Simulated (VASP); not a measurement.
# Si3Ag (Fm-3m) in VASP: notebook, part 2 of 2

VASP 6.6.1.

## Step 3: Single point, PBE

This run uses another cell than the first one, of 19.05 Å³/atom.

File INCAR:

```
PREC = Accurate
ENCUT = 520
EDIFF = 1E-7
ISMEAR = 0
SIGMA = 0.1
LREAL = False
LASPH = True
NELM = 100
ALGO = Normal
ISIF = 2
LWAVE = False
LCHARG = False
GGA = PE
NBANDS = 20
```

File KPOINTS:

```
Automatic mesh
0
Gamma
  4 4 4
```

File POSCAR:

```
Si3Ag
1.0
    0.0000000000      3.3650662100      3.3650662100
    3.3650662100      0.0000000000      3.3650662100
    3.3650662100      3.3650662100      0.0000000000
Si Ag
3 1
Direct
    0.5000000000      0.5000000000      0.5000000000
    0.2500000000      0.2500000000      0.2500000000
    0.7500000000      0.7500000000      0.7500000000
    0.0000000000      0.0000000000      0.0000000000
```

Potentials or basis: VASP PAW PBE potentials, release 64 (Si, Ag).

On the command line:

```sh
$ cat potpaw_PBE.64/Si/POTCAR potpaw_PBE.64/Ag/POTCAR > POTCAR
$ mpirun -np 1 vasp_std > vasp.out
```

Wall time 23 s (1 thread of Intel Xeon Platinum 8488C (Sapphire Rapids), shared host); peak memory 0.2 GiB.

It converged, with:

* Free energy: -16.3076 eV
* Pressure: -9.1 GPa
* Band gap on the k mesh: zero (an odd number of electrons rules out a gap without spin polarisation)

Levels at points of the mesh, in eV from the Fermi level:
```csv
k point,band 8,band 9,band 10,band 11,band 12,band 13,band 14,band 15
"(0.00, 0.00, 0.00)",-2.59,-1.11,-1.11,-1.11,-0.10,-0.10,-0.10,1.87
"(0.50, 0.00, 0.00)",-4.35,-1.30,-1.30,-1.16,-1.16,-0.74,2.87,3.85
"(0.50, 0.50, 0.00)",-4.10,-4.02,-3.04,-2.85,3.32,3.32,3.47,4.28
```

Caveat: the k points lie up to 0.40 Å⁻¹ apart, too coarse for converged energies and pressures of a metal.

## Step 4: Single point, PBE

This run uses another cell than the first one, of 16.31 Å³/atom.

File INCAR:

```
SYSTEM = Si3Ag
ALGO     = Normal         ! electronic algorithm
EDIFF    = 1E-6           ! SCF threshold, eV
ENCUT    = 520            ! plane-wave cutoff, eV
GGA      = PE             ! functional
ISIF     = 2              ! what is computed and relaxed
ISMEAR   = 0              ! smearing method
LASPH    = .True.         ! aspherical terms in the spheres
LCHARG   = .False.        ! write CHGCAR
LREAL    = .False.        ! projectors in reciprocal space
LWAVE    = .False.        ! write WAVECAR
NBANDS   = 20             ! bands
NELM     = 100            ! most SCF steps
PREC     = Accurate       ! precision mode
SIGMA    = 0.1            ! smearing width, eV
```

File KPOINTS:

```
k-points
0
Gamma
  6 6 6
  0 0 0
```

File POSCAR:

```
Si3Ag
1.0
    0.0000000000      3.1952168186      3.1952168186
    3.1952168186      0.0000000000      3.1952168186
    3.1952168186      3.1952168186      0.0000000000
Si Ag
3 1
Direct
    0.5000000000      0.5000000000      0.5000000000
    0.2500000000      0.2500000000      0.2500000000
    0.7500000000      0.7500000000      0.7500000000
    0.0000000000      0.0000000000      0.0000000000
```

On the command line:

```sh
$ cat potpaw_PBE.64/Si/POTCAR potpaw_PBE.64/Ag/POTCAR > POTCAR
$ mpirun -np 1 vasp_std > vasp.out
```

Run time: 29 s. Hardware: 1 thread of Intel Xeon Platinum 8488C (Sapphire Rapids), shared host; peak memory 0.2 GiB.

The run converged. Its results:

* Free energy: -16.7755 eV
* Pressure: -0.1 GPa
* Band gap on the k mesh: zero (an odd number of electrons rules out a gap without spin polarisation)

Levels at points of the mesh, in eV from the Fermi level:
```csv
k point,band 9,band 10,band 11,band 12,band 13,band 14
"(0.00, 0.00, 0.00)",-1.64,-1.64,-1.64,-0.28,-0.28,-0.28
"(0.50, 0.00, 0.00)",-1.82,-1.82,-1.57,-1.57,-0.47,3.43
"(0.50, 0.50, 0.00)",-4.62,-3.21,-3.06,3.54,3.54,4.26
```

## Step 5: Relaxation of cell and atoms, PBE

This run uses another cell than the first one, of 19.05 Å³/atom.

File INCAR:

```
SYSTEM = Si3Ag
PREC = Accurate
ENCUT = 600
EDIFF = 1E-6
ISMEAR = 0
SIGMA = 0.1
LREAL = .False.
LASPH = .True.
NELM = 80
ALGO = Normal
ISIF = 3
LWAVE = .False.
LCHARG = .False.
GGA = PE
IBRION = 2
NSW = 90
EDIFFG = -0.04
```

File KPOINTS:

```
regular mesh
0
Gamma
  4 4 4
  0 0 0
```

File POSCAR:

```
Si3Ag
1.0
    0.0000000000      3.3650662100      3.3650662100
    3.3650662100      0.0000000000      3.3650662100
    3.3650662100      3.3650662100      0.0000000000
Si Ag
3 1
Direct
    0.5000000000      0.5000000000      0.5000000000
    0.2500000000      0.2500000000      0.2500000000
    0.7500000000      0.7500000000      0.7500000000
    0.0000000000      0.0000000000      0.0000000000
```

On the command line:

```sh
$ cat potpaw_PBE.64/Si/POTCAR potpaw_PBE.64/Ag/POTCAR > POTCAR
$ mpirun -np 1 vasp_std > vasp.out
```

Wall time 56 s (1 thread of Intel Xeon Platinum 8488C (Sapphire Rapids), shared host); peak memory 0.24 GiB.

The run converged. Its results:

```yaml
Free_energy: -16.6309 eV
Relaxed_volume: 16.54 Å³/atom
Relaxed_cell: a = 4.540 Å, b = 4.540 Å, c = 4.540 Å, α = 60.00°, β = 60.00°, γ = 60.00°
Space_group_after_relaxing_to_0.1_Å: Fm-3m (No. 225)
Energy_gained_by_relaxing: 80.9 meV/atom
Ionic_steps: 3
Pressure_after_relaxing: 0.0 GPa
Band_gap_on_the_k_mesh: zero (an odd number of electrons rules out a gap without spin polarisation)
```

Step by step:
```csv
step,energy change (eV),largest force (eV/Å),pressure (GPa),volume (Å³)
1,0.0000,0.0000,-9.04,76.21
2,-0.3167,0.0000,1.77,64.96
3,-0.3235,0.0000,0.04,66.17
```

Final structure:
```
CELL_PARAMETERS angstrom
0.00000 3.21035 3.21035
3.21035 0.00000 3.21035
3.21035 3.21035 0.00000
ATOMIC_POSITIONS crystal
Si 0.50000 0.50000 0.50000
Si 0.25000 0.25000 0.25000
Si 0.75000 0.75000 0.75000
Ag 0.00000 0.00000 0.00000
```

Levels at points of the mesh, in eV from the Fermi level:
| k point | band 9 | band 10 | band 11 | band 12 | band 13 | band 14 |
| --- | --- | --- | --- | --- | --- | --- |
| (0.00, 0.00, 0.00) | -1.52 | -1.52 | -1.52 | -0.16 | -0.16 | -0.16 |
| (0.50, 0.00, 0.00) | -1.63 | -1.63 | -1.47 | -1.47 | -0.37 | 3.50 |
| (0.50, 0.50, 0.00) | -4.48 | -3.10 | -2.97 | 3.64 | 3.64 | 4.26 |

Caveat: the k points lie up to 0.42 Å⁻¹ apart in the final cell, too coarse for converged energies and pressures of a metal.

## Step 6: Relaxation of cell and atoms, PBE

File INCAR:

```
SYSTEM = Si3Ag
PREC     = Accurate       ! precision mode
ENCUT    = 600            ! plane-wave cutoff, eV
EDIFF    = 1E-7           ! SCF threshold, eV
ISMEAR   = 0              ! smearing method
SIGMA    = 0.1            ! smearing width, eV
LREAL    = .False.        ! projectors in reciprocal space
LASPH    = .True.         ! aspherical terms in the spheres
NELM     = 80             ! most SCF steps
ALGO     = Normal         ! electronic algorithm
ISIF     = 3              ! what is computed and relaxed
LWAVE    = .False.        ! write WAVECAR
LCHARG   = .False.        ! write CHGCAR
GGA      = PE             ! functional
IBRION   = 2              ! ionic algorithm
NSW      = 90             ! ionic steps
EDIFFG   = -0.04          ! ionic threshold
```

File KPOINTS:

```
regular mesh
0
Gamma
  6 6 6
  0 0 0
```

File POSCAR:

```
Si3Ag
1.0
    0.0000000000      3.2143275510      3.2143275510
    3.2143275510      0.0000000000      3.2143275510
    3.2143275510      3.2143275510      0.0000000000
Si Ag
3 1
Direct
    0.5000000000      0.5000000000      0.5000000000
    0.2500000000      0.2500000000      0.2500000000
    0.7500000000      0.7500000000      0.7500000000
    0.0000000000      0.0000000000      0.0000000000
```

Potentials or basis: VASP PAW PBE potentials, release 64 (Si, Ag).

On the command line:

```sh
$ cat potpaw_PBE.64/Si/POTCAR potpaw_PBE.64/Ag/POTCAR > POTCAR
$ mpirun -np 1 vasp_std > vasp.out
```

Wall time 77 s (1 thread of Intel Xeon Platinum 8488C (Sapphire Rapids), shared host); peak memory 0.22 GiB.

Results (log left out):

```
Free energy                           : -16.7756 eV
Relaxed volume                        : 16.30 Å³/atom
Relaxed cell                          : a = 4.517 Å, b = 4.517 Å, c = 4.517 Å, α = 60.00°, β = 60.00°, γ = 60.00°
Space group after relaxing (to 0.1 Å) : Fm-3m (No. 225)
Energy gained by relaxing             : 1.6 meV/atom
Ionic steps                           : 3
Pressure after relaxing               : 0.0 GPa
Band gap on the k mesh                : zero (an odd number of electrons rules out a gap without spin polarisation)
```

Step by step:
| step | energy change (eV) | largest force (eV/Å) | pressure (GPa) | volume (Å³) |
| --- | --- | --- | --- | --- |
| 1 | 0.0000 | 0.0000 | -1.62 | 66.42 |
| 2 | -0.0058 | 0.0000 | 0.53 | 64.82 |
| 3 | -0.0064 | 0.0000 | 0.00 | 65.19 |

Final structure:
```
Si Ag
1.0
     0.00000    3.19430    3.19430
     3.19430    0.00000    3.19430
     3.19430    3.19430    0.00000
Si Ag
3 1
Direct
  0.50000 0.50000 0.50000
  0.25000 0.25000 0.25000
  0.75000 0.75000 0.75000
  0.00000 0.00000 0.00000
```

Levels at points of the mesh, in eV from the Fermi level:
| k point | band 8 | band 9 | band 10 | band 11 | band 12 | band 13 | band 14 | band 15 |
| --- | --- | --- | --- | --- | --- | --- | --- | --- |
| (0.00, 0.00, 0.00) | -1.92 | -1.64 | -1.64 | -1.64 | -0.28 | -0.28 | -0.28 | 1.71 |
| (0.50, 0.00, 0.00) | -4.37 | -1.82 | -1.82 | -1.57 | -1.57 | -0.46 | 3.44 | 4.39 |
| (0.50, 0.50, 0.00) | -5.02 | -4.62 | -3.21 | -3.06 | 3.54 | 3.54 | 4.27 | 4.60 |

## Step 7: The runs side by side

```csv
task,cell,k mesh,cutoff (eV),gap on the mesh (eV),pressure (GPa),relaxed volume (Å³/atom)
single point,"a = 4.546 Å, angles 60.0°, 4 atoms",4 × 4 × 4,520,none,-0.3,-
single point,"a = 4.759 Å, angles 60.0°, 4 atoms",4 × 4 × 4,520,none,-9.1,-
single point,"a = 4.519 Å, angles 60.0°, 4 atoms",6 × 6 × 6,520,none,-0.1,-
relaxation of cell and atoms,"relaxed from a = 4.759 Å, angles 60.0°, 4 atoms",4 × 4 × 4,600,none,0.0,16.54
relaxation of cell and atoms,"relaxed from a = 4.546 Å, angles 60.0°, 4 atoms",6 × 6 × 6,600,none,0.0,16.30
```

Alike in all rows: level PBE; potentials or basis VASP PAW PBE potentials, release 64 (Si, Ag); no spin polarisation; smearing gaussian 0.1 eV.

Caveats: some runs use coarse meshes.

Absolute energies hang on the potentials; compare differences alone.
